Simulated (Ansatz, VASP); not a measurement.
# Two plane-wave programs on Al

```
Al
1.0
     0.00000    2.01946    2.01946
     2.01946    0.00000    2.01946
     2.01946    2.01946    0.00000
Al
1
Direct
  0.00000 0.00000 0.00000
```

Alike in both runs: task single point; functional LDA; k mesh 10 × 10 × 10; occupations gaussian, width 0.1 eV; no spin polarisation.

|  | VASP | Ansatz |
| --- | --- | --- |
| version | VASP 6.6.1 | Ansatz 0.2.0 |
| potentials or method | VASP PAW LDA potentials, release 64 (Al), cutoff 500 eV | scalar-relativistic, plane waves, PAW |
| valence electrons in the cell | 3 | 3 |

```tsv
	VASP	Ansatz	Ansatz less VASP
gap on the k mesh at the Fermi level (eV)	none	none	-
pressure (GPa)	-3.1	-3.1	-0.03
```

LDA's correlation is that of Perdew and Zunger in VASP and of Perdew and Wang (1992) in Ansatz. A gap of «none» marks a metal or a gap that the smearing closes.
